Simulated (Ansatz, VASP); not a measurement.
# SnSe2 in VASP and in Ansatz

```
Sn Se
1.0
     3.81100    0.00000    0.00000
    -1.90550    3.30042    0.00000
     0.00000    0.00000    6.13700
Sn Se
1 2
Direct
  0.00000 0.00000 0.00000
  0.35197 0.70395 0.26398
  0.68531 0.37061 0.76398
```

Change from the starting cell: all Se atoms moved -0.150 Å, as atom 2 towards its neighbour atom 1 (Sn) at 2.682 Å.

Alike in both runs: task single point; functional PBE; k mesh 12 × 12 × 6; occupations gaussian, width 0.05 eV; no spin polarisation.

|  | VASP | Ansatz |
| --- | --- | --- |
| version | VASP 6.6.1 | Ansatz 0.2.0 |
| potentials or method | VASP PAW PBE potentials, release 64 (Sn_d, Se), cutoff 520 eV | scalar-relativistic, plane waves, PAW |
| valence electrons in the cell | 26 | 46 |

VASP gave:

```
gap on the k mesh at the Fermi level (eV)                     : 0.65
least direct gap on the mesh (eV)                             : 0.97
pressure (GPa)                                                : 5.9
traceless stress, the component that is largest in VASP (GPa) : -1.20
rms of the force components (eV/Å)                            : 0.806
```

Estimate Ansatz's values.

gap on the k mesh at the Fermi level (eV): 0.66; least direct gap on the mesh (eV): 0.98; pressure (GPa): 5.9; traceless stress, the component that is largest in VASP (GPa): -1.20; rms of the force components (eV/Å): 0.799.

Atom by atom the forces differ by 0.009 eV/Å (rms over components). With one functional, cell and mesh, what is left measures potentials, basis and numerics. VASP's potentials hold 26 valence electrons a cell and Ansatz's 46, so a difference there can come from the potentials and not from the codes.
